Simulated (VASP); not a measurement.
# ZrAg2N2 (P-3m1) in VASP: a series of runs

The runs below take ZrAg2N2 through single point, relaxation of cell and atoms, with PBE.

All numbers are computed with VASP 6.6.1; they aren't measurements. Logs are shortened: lines on timing, memory, paths and dates and some standing lists are left out, and cuts for length are marked.

**1. The cell of the first run**

Symmetry: P-3m1, No. 164, trigonal system. Conventional cell: a = 3.317 Å, b = 3.317 Å, c = 7.434 Å, α = 90.00°, β = 90.00°, γ = 120.00°. Zr (site symmetry -3m) has 6 N at 2.21 Å within 2.9 Å. Ag (site symmetry 3m) has 3 N at 2.46 Å and 9 Ag at 2.87 to 3.32 Å and 3 Zr at 3.27 Å within 3.4 Å. Within 3.0 Å of N (site symmetry 3m) lie 3 Zr at 2.21 Å and 3 Ag at 2.46 Å and 3 N at 2.93 Å.

**2. Single point, PBE**

Contents of INCAR:

```
SYSTEM = ZrAg2N2
PREC     = Accurate       ! precision mode
ENCUT    = 520            ! plane-wave cutoff, eV
EDIFF    = 1E-6           ! SCF threshold, eV
ISMEAR   = 0              ! smearing method
SIGMA    = 0.1            ! smearing width, eV
LREAL    = .False.        ! projectors in reciprocal space
LASPH    = .True.         ! aspherical terms in the spheres
NELM     = 80             ! most SCF steps
ALGO     = Normal         ! electronic algorithm
ISIF     = 2              ! what is computed and relaxed
LWAVE    = .False.        ! write WAVECAR
LCHARG   = .False.        ! write CHGCAR
GGA      = PE             ! functional
NBANDS   = 30             ! bands
```

Contents of KPOINTS:

```
Automatic mesh
0
Gamma
  12 12 6
  0 0 0
```

Contents of POSCAR:

```
ZrAg2N2
1.0
    3.3170002528      0.0000000000      0.0000000000
   -1.6585001264      2.8726064833      0.0000000000
    0.0000000000      0.0000000000      7.4341673365
Zr Ag N
1 2 2
Direct
    0.0000000000      0.0000000000      0.0000000000
    0.6666666667      0.3333333333      0.3559651578
    0.3333333333      0.6666666667      0.6440348422
    0.6666666667      0.3333333333      0.8509905413
    0.3333333333      0.6666666667      0.1490094587
```

Potentials or basis: VASP PAW PBE potentials, release 64 (Zr_sv, Ag, N).

The run is started by

```console
> cat potpaw_PBE.64/Zr_sv/POTCAR potpaw_PBE.64/Ag/POTCAR potpaw_PBE.64/N/POTCAR > POTCAR
> mpirun -np 1 vasp_std > vasp.out
```

OUTCAR:

```text
SYSTEM = ZrAg2N2
   PREC = Accurate
   ENCUT = 520
   EDIFF = 1E-6
   ISMEAR = 0
   LREAL = .False.
   LASPH = .True.
   NELM = 80
   ISIF = 2
   GGA = PE

 ion  position               nearest neighbor table
   1  0.000  0.000  0.000-   4 2.21   5 2.21   4 2.21   5 2.21   4 2.21   5 2.21   2 3.27   3 3.27
                             3 3.27   2 3.27   2 3.27   3 3.27
   2  0.667  0.333  0.356-   5 2.46   5 2.46   5 2.46   3 2.87   3 2.87   3 2.87   1 3.27   1 3.27
                             1 3.27
   3  0.333  0.667  0.644-   4 2.46   4 2.46   4 2.46   2 2.87   2 2.87   2 2.87   1 3.27   1 3.27
                             1 3.27
   4  0.667  0.333  0.851-   1 2.21   1 2.21   1 2.21   3 2.46   3 2.46   3 2.46
   5  0.333  0.667  0.149-   1 2.21   1 2.21   1 2.21   2 2.46   2 2.46   2 2.46

  LATTYP: Found a hexagonal cell.
 ALAT       =     3.3170002528
 C/A-ratio  =     2.2412320681

  Lattice vectors:

 A1 = (   3.3170002528,   0.0000000000,   0.0000000000)
 A2 = (  -1.6585001264,   2.8726064833,   0.0000000000)
 A3 = (   0.0000000000,   0.0000000000,   7.4341673365)

Analysis of symmetry for initial positions (statically):
=====================================================================
 Subroutine PRICEL returns:
 Original cell was already a primitive cell.

 Routine SETGRP: Setting up the symmetry group for a
 hexagonal supercell.

 Subroutine GETGRP returns: Found 12 space group operations
 (whereof 12 operations were pure point group operations)
 out of a pool of 24 trial point group operations.

The static configuration has the point symmetry D_3d.

Analysis of symmetry for dynamics (positions and initial velocities):
=====================================================================
 Subroutine PRICEL returns:
 Original cell was already a primitive cell.

 Routine SETGRP: Setting up the symmetry group for a
 hexagonal supercell.

 Subroutine GETGRP returns: Found 12 space group operations
 (whereof 12 operations were pure point group operations)
 out of a pool of 24 trial point group operations.

The dynamic configuration has the point symmetry D_3d.

 Subroutine INISYM returns: Found 12 space group operations
 (whereof 12 operations are pure point group operations),
 and found     1 'primitive' translations

----------------------------------------------------------------------------------------

[... 99 lines left out ...]
   LREAL  =      F    real-space projection
   EDIFFG = 0.1E-04   stopping-criterion for IOM
   NSW    =      0    number of steps for IOM
   IBRION =     -1    ionic relax: 0-MD 1-quasi-New 2-CG
   NFREE  =      0    steps in history (QN), initial steepest desc. (CG)
   ISIF   =      2    stress and relaxation
   ISYM   =      2    0-nonsym 1-usesym 2-fastsym
   POTIM  = 0.5000    time-step for ionic-motion
   TEBEG  =    0.0;   TEEND  =   0.0 temperature during run
   PSTRESS=    0.0 pullay stress
   NELECT =      44.0000    total number of electrons
   NUPDOWN=      -1.0000    fix difference up-down
   EMIN   =  10.00;   EMAX   =-10.00  energy-range for DOS
   EFERMI =   0.00;   METHOD = LEGACY
   ISMEAR =     0;   SIGMA  =   0.10  broadening in eV -4-tet -1-fermi 0-gaus
   EFERMI_NEDOS =   21; number of points for ismear=-14 and -15
   IALGO  =     38    algorithm
   IMIX   =      4    mixing-type and parameters
     AMIX     =   0.40;   BMIX     =  1.00
     AMIX_MAG =   1.60;   BMIX_MAG =  1.00
  volume/ion in A,a.u.               =      14.17        95.60
  Fermi-wavevector in a.u.,A,eV,Ry     =   1.396822  2.639611 26.546486  1.951112
  Thomas-Fermi vector in A             =   2.520139
   LORBIT       =      0    0 simple, 1 ext, 2 COOP (PROOUT), +10 PAW based schemes
   GGA     = PE    functional components
   LHFCALC =     F    Hartree Fock is set to
   AEXX    =    0.0000 exact exchange contribution
   IVDW    =     0    specifies the selected vdW correction
   LEPSILON=     F    determine dielectric tensor
   LRPA    =     F    only Hartree local field effects (RPA)
 non-spin polarized calculation
 Gauss-broadening in eV      SIGMA  =   0.10
  energy-cutoff  :      520.00
  volume of cell :       70.84
 maximum number of plane-waves:      1928
 NGX is ok and might be reduce to    28
   NGX = 13   NGY = 13   NGZ = 27

 number of electron      44.0000003 magnetization

 Free energy of the ion-electron system (eV)
  ---------------------------------------------------
  ext. energy  EPLUGINS =         0.00000000
  ---------------------------------------------------
  free energy    TOTEN  =       -32.01809127 eV

  energy without entropy =      -32.00899673  energy(sigma->0) =      -32.01354400

 E-fermi :   7.3633     XC(G=0): -11.7947

 val. band max:        7.3618953631   @ k =   0.0833   0.0000   0.3333
 cond. band min:       7.3673762396   @ k =   0.0833   0.0833   0.1667
 fundamental gap:      0.0054808765
 Fermi energy:         7.3633140775

 k-point     1 :       0.0000    0.0000    0.0000
  band No.  band energies     occupation
      1     -40.8689      2.00000
      2     -19.1126      2.00000
      3     -18.6379      2.00000
      4     -18.6379      2.00000
      5      -6.7642      2.00000
      6      -5.1098      2.00000
[... 781 lines left out ...]
     29      15.0943      0.00000
     30      16.1787      0.00000

 [... further k-points ...]

------------------------ aborting loop because EDIFF is reached ----------------------------------------

  FORCE on cell =-STRESS in cart. coord.  units (eV):
  Direction    XX          YY          ZZ          XY          YZ          ZX
  --------------------------------------------------------------------------------------
  -------------------------------------------------------------------------------------
  Total        0.0246203      0.0246203     -0.0145360      0.0000000      0.0000000      0.0000000
  in kB        0.5568641      0.5568641     -0.3287781      0.0000000      0.0000000      0.0000000
  external PRESSURE =       0.2616500 kB  Pullay stress =       0.0000000 kB

 VOLUME and BASIS-vectors are now :
 -----------------------------------------------------------------------------
  energy-cutoff  :      520.00
  volume of cell :       70.84
      direct lattice vectors                 reciprocal lattice vectors
     3.317000253  0.000000000  0.000000000     0.301477215  0.174057952  0.000000000
    -1.658500126  2.872606483  0.000000000     0.000000000  0.348115903  0.000000000
     0.000000000  0.000000000  7.434167336     0.000000000  0.000000000  0.134514056

 POSITION                                       TOTAL-FORCE (eV/Angst)
 -----------------------------------------------------------------------------------
      0.00000      0.00000      0.00000        -0.000000      0.000000      0.000000
      1.65850      0.95754      2.64630        -0.000000     -0.000000     -0.001495
     -0.00000      1.91507      4.78786         0.000000      0.000000      0.001495
      1.65850      0.95754      6.32641        -0.000000      0.000000     -0.023379
     -0.00000      1.91507      1.10776         0.000000     -0.000000      0.023379
 -----------------------------------------------------------------------------------
    total drift:                                0.000000     -0.000000      0.000000

  FREE ENERGIE OF THE ION-ELECTRON SYSTEM (eV)
  ---------------------------------------------------
  free  energy   TOTEN  =       -32.0180912744 eV

  energy  without entropy=      -32.0089967256  energy(sigma->0) =      -32.01354400
```

OSZICAR:

```text
N       E                     dE             d eps       ncg     rms          rms(c)
DAV:   1     0.352375895642E+03    0.35238E+03   -0.23548E+04  6000   0.147E+03
DAV:   2    -0.173286804727E+02   -0.36970E+03   -0.35219E+03  6720   0.374E+02
DAV:   3    -0.394629344511E+02   -0.22134E+02   -0.21785E+02  8146   0.900E+01
DAV:   4    -0.401589246331E+02   -0.69599E+00   -0.69490E+00  8310   0.125E+01
DAV:   5    -0.401672067294E+02   -0.82821E-02   -0.82809E-02  7622   0.142E+00    0.270E+01
DAV:   6    -0.326212218717E+02    0.75460E+01   -0.36139E+01  8270   0.472E+01    0.135E+01
DAV:   7    -0.320433027416E+02    0.57792E+00   -0.66210E+00  6554   0.182E+01    0.833E+00
DAV:   8    -0.320682206035E+02   -0.24918E-01   -0.14873E+00  6734   0.687E+00    0.179E+00
DAV:   9    -0.320183306431E+02    0.49890E-01   -0.17756E-01  8120   0.243E+00    0.914E-01
DAV:  10    -0.320179445707E+02    0.38607E-03   -0.22984E-02  6438   0.984E-01    0.288E-01
DAV:  11    -0.320180964352E+02   -0.15186E-03   -0.97756E-04  8404   0.206E-01    0.457E-02
DAV:  12    -0.320180919799E+02    0.44554E-05   -0.49702E-05  6748   0.598E-02    0.198E-02
DAV:  13    -0.320180912744E+02    0.70547E-06   -0.93099E-06  7704   0.250E-02
   1 F= -.32018091E+02 E0= -.32013544E+02  d E =-.909455E-02
```

Wall time 3.7 min (1 thread of Intel Xeon 8259CL, shared host); peak memory 0.34 GiB.

Results:

* Free energy: -32.0181 eV
* Pressure: 0.0 GPa
* Largest force: 0.023 eV/Å
* Band gap on the k mesh: zero (bands 22 and 23 overlap by 0.44 eV)

Forces on the atoms (eV/Å):
```
Zr   0.000  0.000  0.000
Ag   0.000  0.000 -0.001
Ag   0.000  0.000  0.001
N    0.000  0.000 -0.023
N    0.000  0.000  0.023
```

Stress tensor (GPa, compression positive):
```
 0.06  0.00  0.00
 0.00  0.06  0.00
 0.00  0.00 -0.03
```

[end of part 1 of 2]
